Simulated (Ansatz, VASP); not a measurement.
Two plane-wave programs on BeS

File INCAR:

```
SYSTEM = BeS
PREC = Accurate
ENCUT = 520
EDIFF = 1E-8
ISMEAR = -1
SIGMA = 0.03
LREAL = .False.
LASPH = .True.
NELM = 80
ALGO = Normal
ISIF = 2
LWAVE = .False.
LCHARG = .False.
GGA = PE
LEFG = .True.
NBANDS = 11
```

File KPOINTS:

```
Automatic mesh
0
Gamma
  10 10 10
  0 0 0
```

Contents of POSCAR:

```
BeS
1.0
    0.0000000000      2.2511705843      2.2511705843
    2.2511705843      0.0000000000      2.2511705843
    2.2511705843      2.2511705843      0.0000000000
Be S
1 1
Direct
    0.0000000000      0.0000000000      0.0000000000
    0.2500000000      0.2500000000      0.2500000000
```

Input for Ansatz:

```yaml
crystal:
  lattice:
    - [0.0, 2.2511705843, 2.2511705843]
    - [2.2511705843, 0.0, 2.2511705843]
    - [2.2511705843, 2.2511705843, 0.0]
  atoms:
    - { symbol: Be, position: [0.0, 0.0, 0.0] }
    - { symbol: S, position: [0.25, 0.25, 0.25] }
kpoints:
  mp_grid: { grid: [10, 10, 10] }
  band_path:
    path:
      - [0.0, 0.0, 0.0]
      - [-0.5, -0.5, 0.0]
      - [-0.375, -0.375, 0.25]
      - [-0.375, 0.0, 0.375]
      - [0.0, 0.0, 0.0]
      - [0.0, 0.0, 0.5]
      - [-0.5, -0.25, 0.25]
      - [-0.5, -0.5, 0.0]
    npoints: 6
scf:
  occupations: { method: fermi_dirac, width: 0.03 }
hamiltonian:
  xc: pbe
  pseudopotentials: { kind: paw }
output:
  forces: true
  stress: true
  eigenvalues: true
  efg: { contact_densities: true }
  populations: true
```

Change from the starting cell: volume scaled by 0.8, PAW files.

Alike in both runs: task electric field gradients; functional PBE; k mesh 10 × 10 × 10; occupations fermi-dirac, width 0.03 eV; no spin polarisation.

|  | VASP | Ansatz |
| --- | --- | --- |
| version | VASP 6.6.1 | Ansatz 0.2.0 |
| potentials or method | VASP PAW PBE potentials, release 64 (Be, S) | PAW with Ansatz's default frozen-core files, scalar-relativistic |
| plane-wave cutoff (eV) | 520 | 420 |
| valence electrons in the cell | 8 | 8 |

```tsv
	VASP	Ansatz	Ansatz less VASP
gap on the k mesh at the Fermi level (eV)	2.49	2.49	0.000
pressure (GPa)	34.7	34.8	+0.07
```

Both programs put the cell under a high pressure, so it lies far from rest at this level.
